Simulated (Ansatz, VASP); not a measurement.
## One calculation of PdCl4, two programs

```xyz
10
Lattice="2.8182 -7.2072 0.0000 2.8182 7.2072 0.0000 0.0000 0.0000 10.3501" Properties=species:S:1:pos:R:3 pbc="T T T"
Pd    1.4091    3.6036    5.1751
Pd    1.4091   -3.6036    5.1751
Cl    4.2273   -1.9746    6.8059
Cl    1.4091    1.9746    6.8059
Cl    1.4091   -1.9746    3.5442
Cl    4.2273    1.9746    3.5442
Cl    1.4091    1.9746    3.5442
Cl    4.2273   -1.9746    3.5442
Cl    4.2273    1.9746    6.8059
Cl    1.4091   -1.9746    6.8059
```

Alike in both runs: functional PBE; k mesh 3 × 3 × 2; occupations gaussian, width 0.15 eV; no spin polarisation.

Ansatz relaxed the structure, and its values are those at the end. VASP's run is a single point on that final structure, the one shown.

|  | VASP | Ansatz |
| --- | --- | --- |
| version | VASP 6.6.1 | Ansatz 0.2.0 |
| potentials or method | VASP PAW PBE potentials, release 64 (Pd, Cl), cutoff 520 eV | scalar-relativistic, plane waves, PAW |
| valence electrons in the cell | 76 | 92 |

VASP gave:

```
gap on the k mesh at the Fermi level (eV) : none
rms of the force components (eV/Å)        : 0.012
```

**Question.** Estimate Ansatz's values.

**Answer.** gap on the k mesh at the Fermi level (eV): none; rms of the force components (eV/Å): 0.006.

A gap of «none» marks a metal or a gap that the smearing closes. With one functional, cell and mesh, what is left measures potentials, basis and numerics. VASP's potentials hold 76 valence electrons a cell and Ansatz's 92, so a difference there can come from the potentials and not from the codes.

The k mesh is coarse, so the values compare programs but aren't converged.
